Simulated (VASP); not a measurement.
Input of a VASP 6.6.1 run:

Contents of INCAR:

```
SYSTEM = TaN
PREC = Accurate ; ENCUT = 700
EDIFF = 1E-6 ; ISMEAR = 0
SIGMA = 0.15 ; LREAL = .False.
LASPH = .True. ; NELM = 120
ALGO = Normal ; ISIF = 2
LWAVE = .False. ; LCHARG = .True.
GGA = PS ; LELF = .True.
LVHAR = .True. ; NBANDS = 16
GGA_COMPAT = .False.
```

The input KPOINTS:

```
regular mesh
0
Gamma
  18 18 16
  0 0 0
```

Contents of POSCAR:

```
TaN
1.0
    2.8875000000      0.0000000000      0.0000000000
   -1.4437500000      2.5006483534      0.0000000000
    0.0000000000      0.0000000000      2.8707423432
Ta N
1 1
Direct
    0.3333333333      0.6666666667      0.5000000000
    0.0000000000      0.0000000000      0.0000000000
```

Potentials or basis: VASP PAW PBE potentials, release 64 (Ta_sv_GW, N).

Run with:

```bash
$ cat potpaw_PBE.64/Ta_sv_GW/POTCAR potpaw_PBE.64/N/POTCAR > POTCAR
$ mpirun -np 1 vasp_std > vasp.out
```

(1) What does it give for the band gap on the k mesh?

(2) Predict the pressure.

Answers

(1) zero (bands 9 and 10 overlap by 0.48 eV).

(2) 9.4 GPa.

Caveat: the stress differs along the axes, from 4 to 12 GPa; the PAW data sets were made with another functional, which shifts forces and pressure a little; spin-orbit coupling is left out, which moves the levels of the heavy elements.
